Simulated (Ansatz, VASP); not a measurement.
FePt: VASP beside Ansatz

```xyz
2
Lattice="2.7235 0.0000 0.0000 0.0000 2.7235 0.0000 0.0000 0.0000 3.7200" Properties=species:S:1:pos:R:3 pbc="T T T"
Pt    1.3618    1.3618    1.8600
Fe    0.0000    0.0000    0.0000
```

Alike in both runs: task relaxation of cell and atoms; functional RPBE; k mesh 10 × 10 × 7; occupations fermi-dirac, width 0.05 eV; collinear spin.

|  | VASP | Ansatz |
| --- | --- | --- |
| version | VASP 6.6.1 | Ansatz 0.2.0 |
| potentials or method | VASP PAW PBE potentials, release 64 (Pt, Fe), cutoff 600 eV | all-electron LAPW, scalar-relativistic |

VASP gave:

| Quantity | Value |
| --- | --- |
| net moment per atom (μB) | 1.69 |
| size of the moment on the site where the two differ most (μB) | 3.02 |
| relaxed volume (Å³/atom) | 14.36 |
| relaxed cell length with the largest relative difference (Å) | 3.771 |

**Question.** Which values does Ansatz return?

**Answer.** net moment per atom (μB): 1.70; size of the moment on the site where the two differ most (μB): 3.08; relaxed volume (Å³/atom): 14.38; relaxed cell length with the largest relative difference (Å): 3.774.

VASP's potentials were made for PBE, not for RPBE. Site moments also hang on the region over which each program counts them. Ansatz ran all-electron here, and VASP with PAW potentials.

Neither program's run includes spin-orbit coupling.
